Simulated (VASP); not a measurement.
# SiNi (Pmmn) in VASP: further runs, part 3 of 3

VASP 6.6.1. The steps go on from the part before.

## Step 4: Single point, PBEsol (biaxial strain in the a-b plane: -3.0 %)

Contents of INCAR:

```
SYSTEM = SiNi
  ALGO = Normal
  EDIFF = 1E-6
  ENCUT = 520
  GGA = PS
  ISIF = 2
  ISMEAR = 0
  LASPH = .True.
  LCHARG = .False.
  LREAL = .False.
  LWAVE = .False.
  NBANDS = 22
  NELM = 100
  PREC = Accurate
  SIGMA = 0.1
```

Contents of KPOINTS:

```
k-points
0
Gamma
  18 16 12
  0 0 0
```

Contents of POSCAR:

```
SiNi
1.0
    2.9049448557      0.0000000000      0.0000000000
    0.0000000000      3.1375594888      0.0000000000
    0.0000000000      0.0000000000      4.7565734563
Si Ni
2 2
Direct
    0.5000000000      0.5000000000      0.8429018228
    0.0000000000      0.0000000000      0.1570981772
    0.5000000000      0.5000000000      0.3429704198
    0.0000000000      0.0000000000      0.6570295802
```

Potentials or basis: VASP PAW PBE potentials, release 64 (Si, Ni).

The run is started by

```sh
$ cat potpaw_PBE.64/Si/POTCAR potpaw_PBE.64/Ni/POTCAR > POTCAR
$ mpirun -np 1 vasp_std > vasp.out
```

OUTCAR:

```text
SYSTEM = SiNi
   EDIFF = 1E-6
   ENCUT = 520
   GGA = PS
   ISIF = 2
   ISMEAR = 0
   LASPH = .True.
   LREAL = .False.
   NELM = 100
   PREC = Accurate

 ion  position               nearest neighbor table
   1  0.500  0.500  0.843-   4 2.31   4 2.31   4 2.31   4 2.31   3 2.38   3 2.38   2 2.61   2 2.61
                             2 2.61   2 2.61
   2  0.000  0.000  0.157-   3 2.31   3 2.31   3 2.31   3 2.31   4 2.38   4 2.38   1 2.61   1 2.61
                             1 2.61   1 2.61
   3  0.500  0.500  0.343-   2 2.31   2 2.31   2 2.31   2 2.31   1 2.38   1 2.38   4 2.61   4 2.61
                             4 2.61   4 2.61
   4  0.000  0.000  0.657-   1 2.31   1 2.31   1 2.31   1 2.31   2 2.38   2 2.38   3 2.61   3 2.61
                             3 2.61   3 2.61

  LATTYP: Found a simple orthorhombic cell.
 ALAT       =     2.9049448557
 B/A-ratio  =     1.0800754041
 C/A-ratio  =     1.6374057659

  Lattice vectors:

 A1 = (   2.9049448557,   0.0000000000,   0.0000000000)
 A2 = (   0.0000000000,   3.1375594888,   0.0000000000)
 A3 = (   0.0000000000,   0.0000000000,   4.7565734563)

Analysis of symmetry for initial positions (statically):
=====================================================================
 Subroutine PRICEL returns:
 Original cell was already a primitive cell.

 Routine SETGRP: Setting up the symmetry group for a
 simple orthorhombic supercell.

 Subroutine GETGRP returns: Found  8 space group operations
 (whereof  4 operations were pure point group operations)
 out of a pool of  8 trial point group operations.

The static configuration has the point symmetry C_2v.
 The point group associated with its full space group is D_2h.

Analysis of symmetry for dynamics (positions and initial velocities):
=====================================================================
 Subroutine PRICEL returns:
 Original cell was already a primitive cell.

 Routine SETGRP: Setting up the symmetry group for a
 simple orthorhombic supercell.
[... 129 lines left out ...]
     AMIX     =   0.40;   BMIX     =  1.00
     AMIX_MAG =   1.60;   BMIX_MAG =  1.00
  volume/ion in A,a.u.               =      10.84        73.14
  Fermi-wavevector in a.u.,A,eV,Ry     =   1.415097  2.674145 27.245653  2.002499
  Thomas-Fermi vector in A             =   2.536571
   LORBIT       =      0    0 simple, 1 ext, 2 COOP (PROOUT), +10 PAW based schemes
   GGA     = PS    functional components
   LHFCALC =     F    Hartree Fock is set to
   AEXX    =    0.0000 exact exchange contribution
   IVDW    =     0    specifies the selected vdW correction
   LEPSILON=     F    determine dielectric tensor
   LRPA    =     F    only Hartree local field effects (RPA)
 non-spin polarized calculation
 Gauss-broadening in eV      SIGMA  =   0.10
  energy-cutoff  :      520.00
  volume of cell :       43.35
 maximum number of plane-waves:      1190
 NGX is ok and might be reduce to    24
   NGX = 11   NGY = 11   NGZ = 17

 number of electron      28.0000012 magnetization

 Free energy of the ion-electron system (eV)
  ---------------------------------------------------
  ext. energy  EPLUGINS =         0.00000000
  ---------------------------------------------------
  free energy    TOTEN  =       -25.87037135 eV

  energy without entropy =      -25.86477535  energy(sigma->0) =      -25.86757335

 E-fermi :  12.3156     XC(G=0): -12.9294

 val. band max:       12.3135429011   @ k =   0.2778   0.3125   0.0833
 cond. band min:      12.3219352112   @ k =   0.4444   0.3750   0.4167
 fundamental gap:      0.0083923101
 Fermi energy:        12.3156303153

 k-point     1 :       0.0000    0.0000    0.0000
  band No.  band energies     occupation
      1      -2.2825      2.00000
      2       3.4984      2.00000
      3       5.0751      2.00000
      4       7.7025      2.00000
      5       8.4835      2.00000
      6       9.0850      2.00000
[... 589 lines left out ...]
     21      21.3030      0.00000
     22      21.8301      0.00000

 [... further k-points ...]

------------------------ aborting loop because EDIFF is reached ----------------------------------------

  FORCE on cell =-STRESS in cart. coord.  units (eV):
  Direction    XX          YY          ZZ          XY          YZ          ZX
  --------------------------------------------------------------------------------------
  -------------------------------------------------------------------------------------
  Total        2.8951023      3.4219307      0.4661291      0.0000000      0.0000000      0.0000000
  in kB      106.9917821    126.4613247     17.2263281      0.0000000      0.0000000      0.0000000
  external PRESSURE =      83.5598116 kB  Pullay stress =       0.0000000 kB

 VOLUME and BASIS-vectors are now :
 -----------------------------------------------------------------------------
  energy-cutoff  :      520.00
  volume of cell :       43.35
      direct lattice vectors                 reciprocal lattice vectors
     2.904944856  0.000000000  0.000000000     0.344240614  0.000000000  0.000000000
     0.000000000  3.137559489  0.000000000     0.000000000  0.318719057  0.000000000
     0.000000000  0.000000000  4.756573456     0.000000000  0.000000000  0.210235374

 POSITION                                       TOTAL-FORCE (eV/Angst)
 -----------------------------------------------------------------------------------
      1.45247      1.56878      4.00932         0.000000      0.000000      0.044970
      0.00000      0.00000      0.74725         0.000000      0.000000     -0.044970
      1.45247      1.56878      1.63136         0.000000      0.000000      0.014051
      0.00000      0.00000      3.12521         0.000000      0.000000     -0.014051
 -----------------------------------------------------------------------------------
    total drift:                                0.000000     -0.000000      0.000000

  FREE ENERGIE OF THE ION-ELECTRON SYSTEM (eV)
  ---------------------------------------------------
  free  energy   TOTEN  =       -25.8703713545 eV

  energy  without entropy=      -25.8647753454  energy(sigma->0) =      -25.86757335
```

OSZICAR:

```text
N       E                     dE             d eps       ncg     rms          rms(c)
DAV:   1     0.142859656978E+03    0.14286E+03   -0.12385E+04 27808   0.152E+03
DAV:   2    -0.214331361508E+02   -0.16429E+03   -0.15481E+03 28068   0.290E+02
DAV:   3    -0.295574630580E+02   -0.81243E+01   -0.79165E+01 33474   0.765E+01
DAV:   4    -0.297359915590E+02   -0.17853E+00   -0.17828E+00 31678   0.103E+01
DAV:   5    -0.297412803172E+02   -0.52888E-02   -0.52881E-02 34238   0.187E+00    0.215E+01
DAV:   6    -0.342121728975E+02   -0.44709E+01   -0.59809E+01 32770   0.148E+02    0.259E+01
DAV:   7    -0.259040853512E+02    0.83081E+01   -0.21301E+01 32152   0.940E+01    0.410E+00
DAV:   8    -0.259189401458E+02   -0.14855E-01   -0.18118E+00 42136   0.137E+01    0.249E+00
DAV:   9    -0.258713636480E+02    0.47576E-01   -0.16571E-01 37510   0.625E+00    0.425E-01
DAV:  10    -0.258709167896E+02    0.44686E-03   -0.49679E-03 35880   0.805E-01    0.270E-01
DAV:  11    -0.258703807370E+02    0.53605E-03   -0.71848E-04 42962   0.410E-01    0.487E-02
DAV:  12    -0.258703771487E+02    0.35884E-05   -0.53475E-05 32112   0.559E-02    0.261E-02
DAV:  13    -0.258703719560E+02    0.51926E-05   -0.52900E-06 36670   0.326E-02    0.103E-02
DAV:  14    -0.258703713545E+02    0.60155E-06   -0.22306E-06 21162   0.111E-02
   1 F= -.25870371E+02 E0= -.25867573E+02  d E =-.559601E-02
```

Wall time 8.6 min (1 thread of Intel Xeon Platinum 8375C at 2.90GHz (Ice Lake), shared host); peak memory 0.57 GiB.

Results:

```
Free energy            : -25.8704 eV
Pressure               : 8.4 GPa
Largest force          : 0.045 eV/Å
Band gap on the k mesh : zero (bands 14 and 15 overlap by 2.12 eV)
```

Forces on the atoms (eV/Å):
```
Si   0.000  0.000  0.045
Si   0.000  0.000 -0.045
Ni   0.000  0.000  0.014
Ni   0.000  0.000 -0.014
```

Caveat: the cell differs from its parent crystal (biaxial strain in the a-b plane: -3.0 %); the stress differs along the axes, from 2 to 13 GPa; the PAW data sets were made with another functional, which shifts forces and pressure a little. Spin polarisation is off, so any magnetic state and its effect on volume and gap are missing.

## Step 5: Overview

| cell | gap on the mesh (eV) | pressure (GPa) | largest force (eV/Å) |
| --- | --- | --- | --- |
| a = 2.995, b = 3.235, c = 4.672 Å, 4 atoms, atomic positions A | none | 0.3 | 0.01 |
| a = 3.040, b = 3.283, c = 4.743 Å, 4 atoms, atomic positions B | none | -7.6 | 0.01 |
| a = 2.905, b = 3.138, c = 4.757 Å, 4 atoms, atomic positions C | none | 8.4 | 0.04 |

Alike in all rows: task single point; level PBEsol; potentials or basis VASP PAW PBE potentials, release 64 (Si, Ni); no spin polarisation; k mesh 18 × 16 × 12; cutoff (eV) 520; smearing gaussian 0.1 eV.

Caveats: the PAW data sets were made with another functional, which shifts forces and pressure a little; the cell stands under tension (at least some runs); the stress differs along the axes, from 2 to 13 GPa (at least some runs).

Absolute energies hang on the potentials; compare differences alone.
